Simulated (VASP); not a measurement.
Input of a VASP 6.6.1 run:

INCAR

```
ALGO = Normal
EDIFF = 1E-7
ENCUT = 520
ISIF = 2
ISMEAR = 0
LASPH = T
LCHARG = F
LREAL = F
LWAVE = F
NBANDS = 16
NELM = 100
PREC = Accurate
SIGMA = 0.1
```

The input KPOINTS:

```
k-points
0
Gamma
  12 12 12
```

POSCAR

```
GaSb
1.0
    0.0000000000      3.0556142815      3.0556142815
    3.0556142815      0.0000000000      3.0556142815
    3.0556142815      3.0556142815      0.0000000000
Ga Sb
1 1
Direct
    0.0000000000      0.0000000000      0.0000000000
    0.2500000000      0.2500000000      0.2500000000
```

Potentials or basis: VASP PAW LDA potentials, release 64 (Ga_d, Sb).

The run is started by

```console
$ cat potpaw_LDA.64/Ga_d/POTCAR potpaw_LDA.64/Sb/POTCAR > POTCAR
$ mpirun -np 1 vasp_std > vasp.out
```

Task: Estimate the pressure.

Result: -1.4 GPa.

Task: Predict the band gap on the k mesh.

Result: Zero (filled and empty bands touch).

Caveat: spin-orbit coupling is left out, which moves the levels of the heavy elements.
